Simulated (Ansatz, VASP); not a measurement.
One calculation of AlN, two programs

```xyz
4
Lattice="2.6946 0.0000 0.0000 -1.3473 2.4533 0.0000 0.0000 0.0000 4.8410" Properties=species:S:1:pos:R:3 pbc="T T T"
Al    0.0000    0.0000    0.0000
Al    0.0000    0.0000    2.4205
N     0.0000    1.6461    1.2103
N     1.3473    0.8072    3.6308
```

Change from the starting cell: uniaxial_x strain -4.9%.

Alike in both runs: task single point; functional r2SCAN; k mesh 12 × 12 × 6; no spin polarisation.

```csv
,VASP,Ansatz
version,VASP 6.6.1,Ansatz 0.2.0
potentials or method,"VASP PAW PBE potentials, release 64 (Al, N)","plane waves, PAW"
plane-wave cutoff (eV),520,500
occupations,"gaussian, width 0.01 eV",fixed
valence electrons in the cell,16,16
```

|  | VASP | Ansatz | Ansatz less VASP |
| --- | --- | --- | --- |
| gap on the k mesh at the Fermi level (eV) | 5.32 | 5.33 | +0.008 |
| pressure (GPa) | 13.8 | 14.6 | +0.79 |
| traceless stress, the component that is largest in VASP (GPa) | 21.98 | 21.84 | -0.143 |

VASP's potentials were made for PBE, not for r2SCAN.
